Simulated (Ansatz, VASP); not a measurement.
## CoSi2: VASP beside Ansatz

File INCAR:

```
SYSTEM = CoSi2
  ALGO = Normal
  EDIFF = 1E-7
  ENCUT = 520
  GGA = PE
  ISIF = 2
  ISMEAR = 0
  LASPH = .True.
  LCHARG = .True.
  LELF = .True.
  LREAL = .False.
  LVHAR = .True.
  LWAVE = .False.
  NBANDS = 16
  NELM = 60
  PREC = Accurate
  SIGMA = 0.15
```

Contents of KPOINTS:

```
k-points
0
Gamma
  16 16 16
  0 0 0
```

The input POSCAR:

```
CoSi2
1.0
    0.0000000000      2.5995408861      2.5995408861
    2.6799390578     -0.0803981717      2.6799390578
    2.6799390578      2.6799390578     -0.0803981717
Co Si
1 2
Direct
    0.0000000000      0.0000000000      0.0000000000
    0.2500000000      0.2500000000      0.2500000000
    0.7500000000      0.7500000000      0.7500000000
```

Input for Ansatz:

```yaml
crystal:
  lattice:
    - [0.0, 2.5995408861, 2.5995408861]
    - [2.6799390578, -0.0803981717, 2.6799390578]
    - [2.6799390578, 2.6799390578, -0.0803981717]
  atoms:
    - { symbol: Co, position: [0.0, 0.0, 0.0] }
    - { symbol: Si, position: [0.25, 0.25, 0.25] }
    - { symbol: Si, position: [0.75, 0.75, 0.75] }
basis:
  ecutwfc: 420
kpoints:
  mp_grid: { grid: [16, 16, 16] }
hamiltonian:
  xc: pbe
scf:
  occupations: { method: gaussian, width: 0.15 }
output:
  forces: true
  stress: true
  eigenvalues: true
```

Change from the starting cell: strain -0.0600 x Voigt [0, 0, 0, 1, 0, 0], atoms carried along.

Alike in both runs: task single point; functional PBE; k mesh 16 × 16 × 16; occupations gaussian, width 0.15 eV; no spin polarisation.

|  | VASP | Ansatz |
| --- | --- | --- |
| version | VASP 6.6.1 | Ansatz 0.2.0 |
| potentials or method | VASP PAW PBE potentials, release 64 (Co, Si), cutoff 520 eV | scalar-relativistic, plane waves, PAW |
| valence electrons in the cell | 17 | 25 |

```csv
,VASP,Ansatz,Ansatz less VASP
gap on the k mesh at the Fermi level (eV),none,none,-
pressure (GPa),0.6,0.7,+0.16
"traceless stress, the component that is largest in VASP (GPa)",8.87,8.89,+0.019
rms of the force components (eV/Å),0.259,0.259,-0.0004
```

Atom by atom the forces differ by 0.000 eV/Å (rms over components). A gap of «none» marks a metal or a gap that the smearing closes. VASP's potentials hold 17 valence electrons a cell and Ansatz's 25, so a difference there can come from the potentials and not from the codes.
